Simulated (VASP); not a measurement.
# TiCo2 (Fd-3m) in VASP: single point with PBEsol

Aim: the single point of TiCo2 with PBEsol.

Program: VASP 6.6.1. These are calculated values, not measurements. Logs are shortened: lines on timing, memory, paths and dates and some standing lists are left out, and cuts for length are marked.

## 1. The cell of the first run

The structure is cubic, space group Fd-3m (No. 227). Conventional cell: a = 6.704 Å, b = 6.704 Å, c = 6.704 Å, α = 90.00°, β = 90.00°, γ = 90.00°. Ti (site symmetry -43m) has 12 Co at 2.78 Å and 4 Ti at 2.90 Å within 3.7 Å. Co (site symmetry -3m) has 6 Co at 2.37 Å and 6 Ti at 2.78 Å within 3.1 Å.

## 2. Single point, PBEsol, collinear spin, ferrimagnetic start

Contents of INCAR:

```
ALGO = Normal
EDIFF = 1E-6
ENCUT = 520
GGA = PS
ISIF = 2
ISMEAR = -1
ISPIN = 2
LASPH = True
LCHARG = True
LELF = True
LMAXMIX = 4
LORBIT = 11
LREAL = False
LVHAR = True
LWAVE = False
MAGMOM = -0.31 -0.31 0.82 0.82 0.82 0.82
NBANDS = 43
NELM = 150
PREC = Accurate
SIGMA = 0.3
```

Contents of KPOINTS:

```
k-points
0
Gamma
  10 10 10
```

Contents of POSCAR:

```
TiCo2
1.0
    0.0000000000      3.3520000000      3.3520000000
    3.3520000000      0.0000000000      3.3520000000
    3.3520000000      3.3520000000      0.0000000000
Ti Co
2 4
Direct
    0.5000000000      0.5000000000      0.5000000000
    0.7500000000      0.7500000000      0.7500000000
    0.1250000000      0.1250000000      0.1250000000
    0.6250000000      0.1250000000      0.1250000000
    0.1250000000      0.1250000000      0.6250000000
    0.1250000000      0.6250000000      0.1250000000
```

Potentials or basis: VASP PAW PBE potentials, release 64 (Ti_sv, Co).

Command:

```sh
> cat potpaw_PBE.64/Ti_sv/POTCAR potpaw_PBE.64/Co/POTCAR > POTCAR
> mpirun -np 1 vasp_std > vasp.out
```

OUTCAR:

```text
EDIFF = 1E-6
   ENCUT = 520
   GGA = PS
   ISIF = 2
   ISMEAR = -1
   ISPIN = 2
   LASPH = True
   LORBIT = 11
   LREAL = False
   NELM = 150
   PREC = Accurate

 ion  position               nearest neighbor table
   1  0.500  0.500  0.500-   3 2.78   5 2.78   6 2.78   3 2.78   4 2.78   5 2.78   3 2.78   4 2.78
                             6 2.78   4 2.78   5 2.78   6 2.78   2 2.90   2 2.90   2 2.90   2 2.90
   2  0.750  0.750  0.750-   4 2.78   5 2.78   6 2.78   3 2.78   4 2.78   6 2.78   3 2.78   4 2.78
                             5 2.78   3 2.78   5 2.78   6 2.78   1 2.90   1 2.90   1 2.90   1 2.90
   3  0.125  0.125  0.125-   4 2.37   5 2.37   6 2.37   5 2.37   6 2.37   4 2.37   1 2.78   2 2.78
                             1 2.78   2 2.78   1 2.78   2 2.78
   4  0.625  0.125  0.125-   3 2.37   5 2.37   6 2.37   3 2.37   5 2.37   6 2.37   2 2.78   1 2.78
                             1 2.78   2 2.78   2 2.78   1 2.78
   5  0.125  0.125  0.625-   3 2.37   3 2.37   4 2.37   6 2.37   6 2.37   4 2.37   1 2.78   2 2.78
                             1 2.78   2 2.78   1 2.78   2 2.78
   6  0.125  0.625  0.125-   3 2.37   5 2.37   3 2.37   4 2.37   5 2.37   4 2.37   2 2.78   1 2.78
                             2 2.78   2 2.78   1 2.78   1 2.78

  LATTYP: Found a face centered cubic cell.
 ALAT       =     6.7040000000

  Lattice vectors:

 A1 = (   0.0000000000,   3.3520000000,   3.3520000000)
 A2 = (   3.3520000000,   0.0000000000,   3.3520000000)
 A3 = (   3.3520000000,   3.3520000000,   0.0000000000)

Analysis of symmetry for initial positions (statically):
=====================================================================
 Subroutine PRICEL returns:
 Original cell was already a primitive cell.

 Routine SETGRP: Setting up the symmetry group for a
 face centered cubic supercell.

 Subroutine GETGRP returns: Found 48 space group operations
 (whereof 24 operations were pure point group operations)
 out of a pool of 48 trial point group operations.

The static configuration has the point symmetry T_d .
 The point group associated with its full space group is O_h .

Analysis of symmetry for dynamics (positions and initial velocities):
=====================================================================
 Subroutine PRICEL returns:
 Original cell was already a primitive cell.

 Routine SETGRP: Setting up the symmetry group for a
 face centered cubic supercell.

 Subroutine GETGRP returns: Found 48 space group operations
 (whereof 24 operations were pure point group operations)
 out of a pool of 48 trial point group operations.

The dynamic configuration has the point symmetry T_d .
 The point group associated with its full space group is O_h .

Analysis of structural, dynamic, and magnetic symmetry:
[... 158 lines left out ...]

 Free energy of the ion-electron system (eV)
  ---------------------------------------------------
  ext. energy  EPLUGINS =         0.00000000
  ---------------------------------------------------
  free energy    TOTEN  =       -50.82833333 eV

  energy without entropy =      -48.15640503  energy(sigma->0) =      -49.49236918

 E-fermi :   9.6523     XC(G=0): -12.9404

 val. band max:        9.6519453256   @ k =   0.5000   0.4000   0.0000
 cond. band min:       9.6529752906   @ k =   0.5000   0.4000   0.0000
 fundamental gap:      0.0010299650
 Fermi energy:         9.6522649282

 spin component 1

 k-point     1 :       0.0000    0.0000    0.0000
  band No.  band energies     occupation
      1     -47.1410      1.00000
      2     -47.0576      1.00000
      3     -23.5350      1.00000
      4     -23.5350      1.00000
      5     -23.5350      1.00000
      6     -23.3489      1.00000
[... 1069 lines left out ...]
     41      12.7489      0.00003
     42      12.8043      0.00003

 [... further k-points ...]

 spin component 2

 k-point     1 :       0.0000    0.0000    0.0000
  band No.  band energies     occupation
      1     -47.1417      1.00000
      2     -47.0583      1.00000
      3     -23.5357      1.00000
      4     -23.5357      1.00000
      5     -23.5357      1.00000
      6     -23.3496      1.00000
[... 1069 lines left out ...]
     41      12.7487      0.00003
     42      12.8041      0.00003

 [... further k-points ...]

 [bands above 42 left out]

------------------------ aborting loop because EDIFF is reached ----------------------------------------

  FORCE on cell =-STRESS in cart. coord.  units (eV):
  Direction    XX          YY          ZZ          XY          YZ          ZX
  --------------------------------------------------------------------------------------
  -------------------------------------------------------------------------------------
  Total       -4.8359543     -4.8359543     -4.8359543      0.0000000      0.0000000      0.0000000
  in kB     -102.8610013   -102.8610013   -102.8610013      0.0000000      0.0000000      0.0000000
  external PRESSURE =    -102.8610013 kB  Pullay stress =       0.0000000 kB

 VOLUME and BASIS-vectors are now :
 -----------------------------------------------------------------------------
  energy-cutoff  :      520.00
  volume of cell :       75.33
      direct lattice vectors                 reciprocal lattice vectors
     0.000000000  3.352000000  3.352000000    -0.149164678  0.149164678  0.149164678
     3.352000000  0.000000000  3.352000000     0.149164678 -0.149164678  0.149164678
     3.352000000  3.352000000  0.000000000     0.149164678  0.149164678 -0.149164678

 POSITION                                       TOTAL-FORCE (eV/Angst)
 -----------------------------------------------------------------------------------
      3.35200      3.35200      3.35200         0.000000      0.000000      0.000000
      5.02800      5.02800      5.02800        -0.000000     -0.000000     -0.000000
      0.83800      0.83800      0.83800        -0.000000      0.000000     -0.000000
      0.83800      2.51400      2.51400        -0.000000      0.000000     -0.000000
      2.51400      2.51400      0.83800        -0.000000      0.000000     -0.000000
      2.51400      0.83800      2.51400        -0.000000      0.000000     -0.000000
 -----------------------------------------------------------------------------------
    total drift:                                0.000000      0.000000      0.000000

  FREE ENERGIE OF THE ION-ELECTRON SYSTEM (eV)
  ---------------------------------------------------
  free  energy   TOTEN  =       -50.8283333278 eV

  energy  without entropy=      -48.1564050296  energy(sigma->0) =      -49.49236918

 total charge

# of ion       s       p       d       tot
------------------------------------------
    1        2.218   6.144   1.822  10.185
    2        2.218   6.144   1.822  10.185
    3        0.534   0.551   7.293   8.379
    4        0.534   0.551   7.293   8.379
    5        0.534   0.551   7.293   8.379
    6        0.534   0.551   7.293   8.379
--------------------------------------------------
tot          6.574  14.494  32.819  53.887

 magnetization (x)

# of ion       s       p       d       tot
------------------------------------------
    1       -0.000  -0.000  -0.001  -0.001
    2       -0.000  -0.000  -0.001  -0.001
    3        0.000  -0.000   0.002   0.002
    4        0.000  -0.000   0.002   0.002
    5        0.000  -0.000   0.002   0.002
    6        0.000  -0.000   0.002   0.002
--------------------------------------------------
tot         -0.000  -0.000   0.006   0.006
```

OSZICAR:

```text
N       E                     dE             d eps       ncg     rms          rms(c)
DAV:   1     0.593787704969E+03    0.59379E+03   -0.26639E+04  8084   0.183E+03
DAV:   2     0.103898299134E+02   -0.58340E+03   -0.56103E+03  8084   0.458E+02
DAV:   3    -0.537718952380E+02   -0.64162E+02   -0.60133E+02 11193   0.160E+02
[... 13 lines left out ...]
DAV:  17    -0.508280522350E+02   -0.45694E-03   -0.33241E-03 10188   0.538E-01    0.594E-02
DAV:  18    -0.508282295672E+02   -0.17733E-03   -0.13405E-03 11871   0.282E-01    0.479E-02
DAV:  19    -0.508283113052E+02   -0.81738E-04   -0.19831E-03 10093   0.415E-01    0.144E-02
DAV:  20    -0.508283295457E+02   -0.18240E-04   -0.20506E-04  8610   0.101E-01    0.145E-02
DAV:  21    -0.508283329324E+02   -0.33867E-05   -0.77496E-05  9894   0.861E-02    0.485E-03
DAV:  22    -0.508283333278E+02   -0.39545E-06   -0.69782E-06  9199   0.227E-02
   1 F= -.50828333E+02 E0= -.49492369E+02  d E =-.267193E+01  mag=     0.0008
```

stdout:

```text
POSCAR found type information on POSCAR TiCo
 POSCAR found :  2 types and       6 ions
 scaLAPACK will be used
 -----------------------------------------------------------------------------
|                                                                             |
|                                                                             |
|     You enforced a specific xc type in the INCAR file but a different       |
|     I HOPE YOU KNOW WHAT YOU ARE DOING!                                     |
|                                                                             |
 -----------------------------------------------------------------------------

 LDA part: xc-table for (Slater+PW92), standard interpolation
 POSCAR, INCAR and KPOINTS ok, starting setup
 FFT: planning ... GRIDC
 FFT: planning ... GRID_SOFT
 FFT: planning ... GRID
 WAVECAR not read
 entering main loop
```

It took 11 min on 1 thread of Intel Xeon 8259CL, shared host; peak memory 0.39 GiB.

What came out:

```yaml
Free_energy: -50.8283 eV
Pressure: -10.3 GPa
Band_gap_on_the_k_mesh: zero (filled and empty bands overlap)
Net_moment: 0.00 μB per cell
Valence_electrons_inside_the_program's_atomic_spheres: Ti 10.19; Co 8.38
```

Levels at points of the mesh, in eV from the Fermi level:
Spin up:
| k point | band 28 | band 29 | band 30 | band 31 | band 32 | band 33 |
| --- | --- | --- | --- | --- | --- | --- |
| (0.00, 0.00, 0.00) | -0.62 | -0.56 | -0.56 | -0.56 | 0.72 | 0.72 |
| (0.50, 0.00, 0.00) | -0.40 | -0.40 | 0.23 | 0.23 | 0.62 | 0.62 |
| (0.50, 0.50, 0.00) | -0.57 | -0.53 | -0.53 | 0.00 | 0.00 | 0.93 |
Spin down:
```csv
k point,band 27,band 28,band 29,band 30,band 31,band 32,band 33,band 34
"(0.00, 0.00, 0.00)",-0.62,-0.62,-0.56,-0.56,-0.56,0.72,0.72,0.72
"(0.50, 0.00, 0.00)",-0.61,-0.40,-0.40,0.23,0.23,0.62,0.62,0.72
"(0.50, 0.50, 0.00)",-0.56,-0.56,-0.53,-0.53,0.00,0.00,0.93,0.93
```

Caveat: the cell stands under tension; so wide a smearing shifts energies and pressures; the moments typed at the start vanished in this run; the PAW data sets were made with another functional, which shifts forces and pressure a little.
